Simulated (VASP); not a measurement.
# Rh (Fm-3m) in VASP: notebook, part 2 of 2

VASP 6.6.1. Earlier steps stand in the parts before.

## Step 3: Single point, LDA, collinear spin, ferromagnetic start (13.23 Å³/atom)

Contents of INCAR:

```
SYSTEM = Rh
  ALGO = Normal
  EDIFF = 1E-6
  ENCUT = 520
  ISIF = 2
  ISMEAR = 0
  ISPIN = 2
  LASPH = .TRUE.
  LCHARG = .FALSE.
  LMAXMIX = 4
  LORBIT = 11
  LREAL = .FALSE.
  LWAVE = .FALSE.
  MAGMOM = 0.625
  NBANDS = 18
  NELM = 150
  NUPDOWN = 0.625
  PREC = Accurate
  SIGMA = 0.15
```

Contents of KPOINTS:

```
k-points
0
G
  22 22 22
  0 0 0
```

Contents of POSCAR:

```
Rh
1.0
    0.0000000000      1.8770352617      1.8770352617
    1.8770352617      0.0000000000      1.8770352617
    1.8770352617      1.8770352617      0.0000000000
Rh
1
Direct
    0.0000000000      0.0000000000      0.0000000000
```

Potentials or basis: VASP PAW LDA potentials, release 64 (Rh_pv).

Started as:

```sh
$ cat potpaw_LDA.64/Rh_pv/POTCAR > POTCAR
$ mpirun -np 1 vasp_std > vasp.out
```

OUTCAR:

```text
SYSTEM = Rh
   EDIFF = 1E-6
   ENCUT = 520
   ISIF = 2
   ISMEAR = 0
   ISPIN = 2
   LASPH = .TRUE.
   LORBIT = 11
   LREAL = .FALSE.
   NELM = 150
   NUPDOWN = 0.625
   PREC = Accurate

 ion  position               nearest neighbor table
   1  0.000  0.000  0.000-

  LATTYP: Found a face centered cubic cell.
 ALAT       =     3.7540705234

  Lattice vectors:

 A1 = (   0.0000000000,   1.8770352617,   1.8770352617)
 A2 = (   1.8770352617,   0.0000000000,   1.8770352617)
 A3 = (   1.8770352617,   1.8770352617,   0.0000000000)

Analysis of symmetry for initial positions (statically):
=====================================================================
 Subroutine PRICEL returns:
 Original cell was already a primitive cell.

 Routine SETGRP: Setting up the symmetry group for a
 face centered cubic supercell.

 Subroutine GETGRP returns: Found 48 space group operations
 (whereof 48 operations were pure point group operations)
 out of a pool of 48 trial point group operations.

The static configuration has the point symmetry O_h .
[... 177 lines left out ...]
 fundamental gap:     -0.5875699239
 Fermi energy:        12.6946815482

 spin component 1

 k-point     1 :       0.0000    0.0000    0.0000
  band No.  band energies     occupation
      1     -33.9761      1.00000
      2     -33.9761      1.00000
      3     -33.9761      1.00000
      4       4.0524      1.00000
      5       8.9825      1.00000
      6       8.9825      1.00000
[... 493 lines left out ...]
     17      45.2026      0.00000
     18      51.6770      0.00000

 [... further k-points ...]

 spin component 2

 k-point     1 :       0.0000    0.0000    0.0000
  band No.  band energies     occupation
      1     -33.5268      1.00000
      2     -33.5268      1.00000
      3     -33.5268      1.00000
      4       4.1967      1.00000
      5       9.3518      1.00000
      6       9.3518      1.00000
[... 493 lines left out ...]
     17      45.3598      0.00000
     18      51.8512      0.00000

 [... further k-points ...]
[... 5 lines left out ...]
  --------------------------------------------------------------------------------------
  -------------------------------------------------------------------------------------
  Total        0.3533250      0.3533250      0.3533250      0.0000000      0.0000000      0.0000000
  in kB       42.7994035     42.7994035     42.7994035      0.0000000      0.0000000      0.0000000
  external PRESSURE =      42.7994035 kB  Pullay stress =       0.0000000 kB

 VOLUME and BASIS-vectors are now :
 -----------------------------------------------------------------------------
  energy-cutoff  :      520.00
  volume of cell :       13.23
      direct lattice vectors                 reciprocal lattice vectors
     0.000000000  1.877035262  1.877035262    -0.266377521  0.266377521  0.266377521
     1.877035262  0.000000000  1.877035262     0.266377521 -0.266377521  0.266377521
     1.877035262  1.877035262  0.000000000     0.266377521  0.266377521 -0.266377521

 POSITION                                       TOTAL-FORCE (eV/Angst)
 -----------------------------------------------------------------------------------
      0.00000      0.00000      0.00000         0.000000     -0.000000      0.000000
 -----------------------------------------------------------------------------------
    total drift:                                0.000000      0.000000      0.000000

  FREE ENERGIE OF THE ION-ELECTRON SYSTEM (eV)
  ---------------------------------------------------
  free  energy   TOTEN  =        -8.5954300470 eV

  energy  without entropy=       -8.5778592320  energy(sigma->0) =       -8.58664464

 total charge

# of ion       s       p       d       tot
------------------------------------------
    1        0.432   6.328   7.104  13.864

 magnetization (x)

# of ion       s       p       d       tot
------------------------------------------
    1        0.002   0.006   0.602   0.610
```

OSZICAR:

```text
N       E                     dE             d eps       ncg     rms          rms(c)
DAV:   1     0.131021557524E+03    0.13102E+03   -0.78794E+03 23936   0.899E+02
DAV:   2    -0.654591246533E+01   -0.13757E+03   -0.13013E+03 25226   0.298E+02
DAV:   3    -0.912706527503E+01   -0.25812E+01   -0.25657E+01 26742   0.430E+01
DAV:   4    -0.913513715510E+01   -0.80719E-02   -0.80713E-02 26092   0.244E+00
DAV:   5    -0.913517863589E+01   -0.41481E-04   -0.41479E-04 25586   0.157E-01    0.121E+01
DAV:   6    -0.862333809411E+01    0.51184E+00   -0.49368E-01 24632   0.983E+00    0.439E+00
DAV:   7    -0.860028666971E+01    0.23051E-01   -0.12929E-02 25738   0.136E+00    0.206E+00
DAV:   8    -0.859393323750E+01    0.63534E-02   -0.40412E-03 25400   0.659E-01    0.764E-01
DAV:   9    -0.859544340272E+01   -0.15102E-02   -0.37581E-04 25882   0.207E-01    0.867E-02
DAV:  10    -0.859542568408E+01    0.17719E-04   -0.32115E-05 25028   0.572E-02    0.183E-02
DAV:  11    -0.859542961905E+01   -0.39350E-05   -0.21079E-06 22366   0.136E-02    0.187E-02
DAV:  12    -0.859543004697E+01   -0.42792E-06   -0.42826E-07 14718   0.763E-03
   1 F= -.85954300E+01 E0= -.85866446E+01  d E =-.175708E-01  mag=     0.6250
```

stdout:

```text
POSCAR found type information on POSCAR Rh
 POSCAR found :  1 types and       1 ions
 scaLAPACK will be used
 LDA part: xc-table for (Slater(with rela. corr.)+CA(PZ))
 , standard interpolation
 POSCAR, INCAR and KPOINTS ok, starting setup
 FFT: planning ... GRIDC
 FFT: planning ... GRID_SOFT
 FFT: planning ... GRID
 WAVECAR not read
 entering main loop
```

It took 50 s on 1 thread of Intel Xeon 6975P-C (Granite Rapids), shared host; peak memory 0.21 GiB.

Results:

```yaml
Free_energy: -8.5954 eV
Pressure: 4.3 GPa
Net_moment: 0.62 μB per cell
Site_moments: Rh +0.61 μB
Valence_electrons_inside_the_program's_atomic_spheres: Rh 13.86
```

Caveat: the cell stands under pressure; the total moment is fixed, so each spin has its own Fermi level.
